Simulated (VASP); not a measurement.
The system is GaN.

```xyz
4
Lattice="3.2218 0.0000 0.0000 -1.6109 2.7902 0.0000 0.0000 0.0000 5.2340" Properties=species:S:1:pos:R:3 pbc="T T T"
Ga    1.6109    0.9301    2.6170
Ga    0.0000    1.8601    0.0000
N     1.6109    0.9301    4.5797
N     0.0000    1.8601    1.9627
```

This cell differs from its parent crystal: volume scaled by 1.04.

Base run:

* Program: VASP 6.6.1
* Functional: PBE
* Potentials or basis: VASP PAW PBE potentials, release 64 (Ga_d, N)
* Cutoff: 520 eV
* k mesh: 10 × 10 × 5
* Occupations: fermi-dirac, width 0.05 eV
* Spin: no spin polarisation

Its results: band gap on the k mesh 1.71 eV, direct; pressure 0.1 GPa; largest force 0.124 eV/Å.

The run is repeated on the same cell with these changes: functional from PBE to LDA; potentials or basis from VASP PAW PBE potentials, release 64 (Ga_d, N) to VASP PAW LDA potentials, release 64 (Ga_d, N). What comes out?

Band gap on the k mesh 1.72 eV, direct; pressure -10.1 GPa; largest force 0.118 eV/Å.

